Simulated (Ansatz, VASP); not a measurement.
**Ag in VASP and in Ansatz**

```
Ag
1.0
     3.31131    3.31131   -3.31131
     3.31131   -3.31131    3.31131
    -3.31131   -3.31131   -3.31131
Ag
8
Direct
  0.00000 0.00000 0.45095
  0.50000 0.00000 0.50000
  0.00000 0.50000 0.50000
  0.50000 0.50000 0.50000
  0.00000 0.00000 0.00000
  0.50000 0.00000 0.00000
  0.00000 0.50000 0.00000
  0.50000 0.50000 0.00000
```

Alike in both runs: task single point; functional PBEsol; k mesh 10 × 10 × 10; occupations gaussian, width 0.15 eV; no spin polarisation.

|  | VASP | Ansatz |
| --- | --- | --- |
| version | VASP 6.6.1 | Ansatz 0.2.0 |
| potentials or method | VASP PAW PBE potentials, release 64 (Ag), cutoff 520 eV | scalar-relativistic, plane waves, PAW |
| valence electrons in the cell | 88 | 152 |

|  | VASP | Ansatz | Ansatz less VASP |
| --- | --- | --- | --- |
| gap on the k mesh at the Fermi level (eV) | none | none | - |
| pressure (GPa) | -6.4 | -6.3 | +0.13 |
| traceless stress, the component that is largest in VASP (GPa) | 0.51 | 0.51 | +0.005 |
| rms of the force components (eV/Å) | 0.361 | 0.366 | +0.0047 |

VASP's potentials were made for PBE, not for PBEsol. Atom by atom the forces differ by 0.005 eV/Å (rms over components). A gap of «none» marks a metal or a gap that the smearing closes. With one functional, cell and mesh, what is left measures potentials, basis and numerics. VASP's potentials hold 88 valence electrons a cell and Ansatz's 152, so a difference there can come from the potentials and not from the codes.
